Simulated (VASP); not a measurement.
Here is a VASP 6.6.1 calculation.

The input POSCAR:

```
GaP
1.0
    0.0000000000      2.6708913017      2.6708913017
    2.6708913017      0.0000000000      2.6708913017
    2.6708913017      2.6708913017      0.0000000000
Ga P
1 1
Direct
    0.0000000000      0.0000000000      0.0000000000
    0.2500000000      0.2500000000      0.2500000000
```

Contents of INCAR.step1:

```
SYSTEM = GaP
ALGO     = Normal         ! electronic algorithm
EDIFF    = 1E-4           ! SCF threshold, eV
ENCUT    = 520            ! plane-wave cutoff, eV
GGA      = PE             ! functional
GGA_COMPAT= .FALSE.      
ISMEAR   = 0              ! smearing method
LASPH    = .TRUE.         ! aspherical terms in the spheres
LCHARG   = .FALSE.        ! write CHGCAR
LNONCOLLINEAR= .TRUE.         ! non-collinear magnetism
LREAL    = .FALSE.        ! projectors in reciprocal space
LSORBIT  = .TRUE.         ! spin-orbit coupling
LWAVE    = .TRUE.         ! write WAVECAR
MAGMOM   = 0 0 0 0 0 0    ! initial moments
NBANDS   = 30             ! bands
NELM     = 150            ! most SCF steps
PREC     = Accurate       ! precision mode
SIGMA    = 0.01           ! smearing width, eV
```

File INCAR.step2:

```
SYSTEM = GaP
ALGO     = Normal         ! electronic algorithm
EDIFF    = 1E-6           ! SCF threshold, eV
ENCUT    = 520            ! plane-wave cutoff, eV
GGA_COMPAT= .FALSE.      
ISIF     = 2              ! what is computed and relaxed
ISMEAR   = 0              ! smearing method
ISTART   = 1            
LASPH    = .TRUE.         ! aspherical terms in the spheres
LCHARG   = .FALSE.        ! write CHGCAR
LMIXTAU  = .TRUE.       
LNONCOLLINEAR= .TRUE.         ! non-collinear magnetism
LORBIT   = 11             ! projections on sites
LORBMOM  = .TRUE.       
LREAL    = .FALSE.        ! projectors in reciprocal space
LSORBIT  = .TRUE.         ! spin-orbit coupling
LWAVE    = .FALSE.        ! write WAVECAR
MAGMOM   = 0 0 0 0 0 0    ! initial moments
METAGGA  = R2SCAN         ! meta-GGA
NBANDS   = 30             ! bands
NELM     = 150            ! most SCF steps
PREC     = Accurate       ! precision mode
SIGMA    = 0.01           ! smearing width, eV
```

KPOINTS

```
k-points
0
G
  8 8 8
  0 0 0
```

Potentials or basis: VASP PAW PBE potentials, release 64 (Ga_d, P).

Command:

```console
$ cat potpaw_PBE.64/Ga_d/POTCAR potpaw_PBE.64/P/POTCAR > POTCAR
$ cp INCAR.step1 INCAR
$ mpirun -np 1 vasp_ncl > vasp.out
$ cp INCAR.step2 INCAR
$ mpirun -np 1 vasp_ncl > vasp.out
```

What does it give for the pressure?

6.0 GPa.

Predict the net moment.

0.00 μB per cell.

Moments on the atoms (μB; x, y, z):
```
Ga  0.00 0.00 0.00
P   0.00 0.00 0.00
```

Caveat: the cell differs from its parent crystal (strain -2.0%); the cell stands under pressure; the PAW data sets were made with another functional, which shifts forces and pressure a little.
